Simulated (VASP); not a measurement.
# Ge (Fmmm) in VASP: a series of runs, part 2 of 2

VASP 6.6.1. Earlier steps stand in the parts before.

## Step 3: Single point, LDA

INCAR reads:

```
SYSTEM = Ge
PREC     = Accurate       ! precision mode
ENCUT    = 520            ! plane-wave cutoff, eV
EDIFF    = 1E-6           ! SCF threshold, eV
ISMEAR   = 0              ! smearing method
SIGMA    = 0.05           ! smearing width, eV
LREAL    = .False.        ! projectors in reciprocal space
LASPH    = .True.         ! aspherical terms in the spheres
NELM     = 100            ! most SCF steps
ALGO     = Normal         ! electronic algorithm
ISIF     = 2              ! what is computed and relaxed
LWAVE    = .False.        ! write WAVECAR
LCHARG   = .True.         ! write CHGCAR
LELF     = .True.         ! ELF
LVHAR    = .True.       
NBANDS   = 36             ! bands
```

KPOINTS reads:

```
regular mesh
0
Gamma
  6 6 6
  0 0 0
```

POSCAR reads:

```
Ge
1.0
    0.0000000000      2.8857400000      5.1156650000
    2.6304970000      0.0000000000      5.1156650000
    2.6304970000      2.8857400000      0.0000000000
Ge
4
Direct
    0.7264900000      0.2735100000      0.7264900000
    0.2735100000      0.7264900000      0.2735100000
    0.2181330000      0.2181330000      0.7818670000
    0.7818670000      0.7818670000      0.2181330000
```

Potentials or basis: VASP PAW LDA potentials, release 64 (Ge_d).

Run with:

```console
> cat potpaw_LDA.64/Ge_d/POTCAR > POTCAR
> mpirun -np 1 vasp_std > vasp.out
```

OUTCAR:

```text
SYSTEM = Ge
   PREC = Accurate
   ENCUT = 520
   EDIFF = 1E-6
   ISMEAR = 0
   LREAL = .False.
   LASPH = .True.
   NELM = 100
   ISIF = 2

 ion  position               nearest neighbor table
   1  0.726  0.274  0.726-   2 2.61   2 2.64   2 2.64   3 2.73   4 2.73
   2  0.274  0.726  0.274-   1 2.61   1 2.64   1 2.64   3 2.73   4 2.73
   3  0.218  0.218  0.782-   4 2.71   4 2.71   1 2.73   2 2.73
   4  0.782  0.782  0.218-   3 2.71   3 2.71   1 2.73   2 2.73

  LATTYP: Found a face centered orthorhombic cell.
 ALAT       =     5.2609940000
 B/A-ratio  =     1.0970322338
 C/A-ratio  =     1.9447522654

  Lattice vectors:

 A1 = (   0.0000000000,   2.8857400000,   5.1156650000)
 A2 = (   2.6304970000,   0.0000000000,   5.1156650000)
 A3 = (   2.6304970000,   2.8857400000,   0.0000000000)

Analysis of symmetry for initial positions (statically):
=====================================================================
 Subroutine PRICEL returns:
 Original cell was already a primitive cell.

 Routine SETGRP: Setting up the symmetry group for a
 face centered orthorhombic supercell.

 Subroutine GETGRP returns: Found  8 space group operations
 (whereof  8 operations were pure point group operations)
[... 165 lines left out ...]
  free energy    TOTEN  =       -19.91646659 eV

  energy without entropy =      -19.91270557  energy(sigma->0) =      -19.91458608

 E-fermi :   6.1096     XC(G=0): -11.3631

 val. band max:        6.0980843180   @ k =  -0.3333   0.0000   0.1667
 cond. band min:       6.1111208310   @ k =   0.5000  -0.3333   0.1667
 fundamental gap:      0.0130365130
 Fermi energy:         6.1096244451

 k-point     1 :       0.0000    0.0000    0.0000
  band No.  band energies     occupation
      1     -18.8044      2.00000
      2     -18.7531      2.00000
      3     -18.7210      2.00000
      4     -18.7105      2.00000
      5     -18.7056      2.00000
      6     -18.7038      2.00000
[... 925 lines left out ...]
     35      12.2277      0.00000
     36      12.6707      0.00000

 [... further k-points ...]
[... 5 lines left out ...]
  --------------------------------------------------------------------------------------
  -------------------------------------------------------------------------------------
  Total       -1.3414161     -2.8520563     -3.0341862      0.0000000      0.0000000      0.0000000
  in kB      -27.6724100    -58.8357879    -62.5929911      0.0000000      0.0000000      0.0000000
  external PRESSURE =     -49.7003963 kB  Pullay stress =       0.0000000 kB

 VOLUME and BASIS-vectors are now :
 -----------------------------------------------------------------------------
  energy-cutoff  :      520.00
  volume of cell :       77.67
      direct lattice vectors                 reciprocal lattice vectors
     0.000000000  2.885740000  5.115665000    -0.190078149  0.173265783  0.097739004
     2.630497000  0.000000000  5.115665000     0.190078149 -0.173265783  0.097739004
     2.630497000  2.885740000  0.000000000     0.190078149  0.173265783 -0.097739004

 POSITION                                       TOTAL-FORCE (eV/Angst)
 -----------------------------------------------------------------------------------
      2.63050      4.19292      5.11566         0.000000      0.018221      0.000000
      2.63050      1.57856      5.11566         0.000000     -0.018221      0.000000
      2.63050      2.88574      2.23179         0.000000     -0.000000     -0.041734
      2.63050      2.88574      7.99954         0.000000     -0.000000      0.041734
 -----------------------------------------------------------------------------------
    total drift:                                0.000000      0.000000      0.000000

  FREE ENERGIE OF THE ION-ELECTRON SYSTEM (eV)
  ---------------------------------------------------
  free  energy   TOTEN  =       -19.9164665930 eV

  energy  without entropy=      -19.9127055748  energy(sigma->0) =      -19.91458608
```

OSZICAR:

```text
N       E                     dE             d eps       ncg     rms          rms(c)
DAV:   1     0.471213685988E+03    0.47121E+03   -0.27686E+04  3796   0.439E+03
DAV:   2     0.595818967502E+02   -0.41163E+03   -0.40171E+03  3312   0.776E+02
DAV:   3    -0.158839938734E+02   -0.75466E+02   -0.74196E+02  3552   0.199E+02
DAV:   4    -0.199203643861E+02   -0.40364E+01   -0.39903E+01  3920   0.530E+01
DAV:   5    -0.199990271836E+02   -0.78663E-01   -0.78620E-01  3716   0.825E+00    0.297E+00
DAV:   6    -0.199394756437E+02    0.59552E-01   -0.63956E-02  4748   0.529E+00    0.164E+00
DAV:   7    -0.199174330389E+02    0.22043E-01   -0.68974E-02  4084   0.389E+00    0.205E-01
DAV:   8    -0.199165273407E+02    0.90570E-03   -0.11022E-02  3728   0.260E+00    0.954E-02
DAV:   9    -0.199164051428E+02    0.12220E-03   -0.18114E-03  4256   0.133E+00    0.382E-02
DAV:  10    -0.199164623781E+02   -0.57235E-04   -0.65973E-04  3708   0.559E-01    0.193E-02
DAV:  11    -0.199164639166E+02   -0.15385E-05   -0.13793E-04  4220   0.458E-01    0.713E-03
DAV:  12    -0.199164666423E+02   -0.27257E-05   -0.29858E-05  4360   0.875E-02    0.181E-03
DAV:  13    -0.199164665930E+02    0.49335E-07   -0.53322E-07  2032   0.414E-02
   1 F= -.19916467E+02 E0= -.19914586E+02  d E =-.376102E-02
```

stdout:

```text
POSCAR found type information on POSCAR Ge
 POSCAR found :  1 types and       4 ions
 scaLAPACK will be used
 LDA part: xc-table for (Slater(with rela. corr.)+CA(PZ))
 , standard interpolation
 POSCAR, INCAR and KPOINTS ok, starting setup
 FFT: planning ... GRIDC
 FFT: planning ... GRID_SOFT
 FFT: planning ... GRID
 WAVECAR not read
 entering main loop
```

Wall time 1.7 min (1 thread of AMD EPYC 9R45 (Zen 5), shared host); peak memory 0.22 GiB.

Results:

* Free energy: -19.9165 eV
* Pressure: -5.0 GPa
* Largest force: 0.042 eV/Å
* Band gap on the k mesh: zero (band 28 reaches 7.44 eV, above the bottom of band 29 at 4.22 eV)

Forces in eV/Å, atoms in the order of the input:
```
Ge   0.000  0.018  0.000
Ge   0.000 -0.018  0.000
Ge   0.000  0.000 -0.042
Ge   0.000  0.000  0.042
```

Stress tensor (GPa, compression positive):
```
-2.77  0.00  0.00
 0.00 -5.88  0.00
 0.00  0.00 -6.26
```

## Step 4: Single point, PBE

INCAR reads:

```
ALGO     = Normal         # electronic algorithm
EDIFF    = 1E-6           # SCF threshold, eV
ENCUT    = 520            # plane-wave cutoff, eV
GGA      = PE             # functional
ISIF     = 2              # what is computed and relaxed
ISMEAR   = 0              # smearing method
LASPH    = True           # aspherical terms in the spheres
LCHARG   = False          # write CHGCAR
LREAL    = False          # projectors in reciprocal space
LWAVE    = False          # write WAVECAR
NBANDS   = 36             # bands
NELM     = 60             # most SCF steps
PREC     = Accurate       # precision mode
SIGMA    = 0.1            # smearing width, eV
```

KPOINTS reads:

```
k-points
0
Gamma
  7 7 7
```

POSCAR is that of step 3.

Potentials or basis: VASP PAW PBE potentials, release 64 (Ge_d).

Run with:

```console
> cat potpaw_PBE.64/Ge_d/POTCAR > POTCAR
> mpirun -np 1 vasp_std > vasp.out
```

Wall time 89 s (1 thread of Intel Xeon Platinum 8559C (Emerald Rapids), shared host); peak memory 0.31 GiB.

Results (log left out):

- Free energy: -17.1499 eV
- Pressure: 0.0 GPa
- Largest force: 0.054 eV/Å
- Band gap on the k mesh: zero (band 28 reaches 7.37 eV, above the bottom of band 29 at 4.66 eV)

Forces in eV/Å, atoms in the order of the input:
```
Ge   0.000 -0.044  0.000
Ge   0.000  0.044  0.000
Ge   0.000  0.000  0.054
Ge   0.000  0.000 -0.054
```

Stress tensor (GPa, compression positive):
```
-0.48  0.00  0.00
 0.00  0.43  0.00
 0.00  0.00  0.02
```

Levels at points of the mesh, in eV from the Fermi level:
| k point | band 25 | band 26 | band 27 | band 28 | band 29 | band 30 | band 31 | band 32 |
| --- | --- | --- | --- | --- | --- | --- | --- | --- |
| (0.00, 0.00, 0.00) | -2.85 | -2.30 | -1.94 | -1.79 | -1.56 | 2.98 | 3.75 | 4.10 |
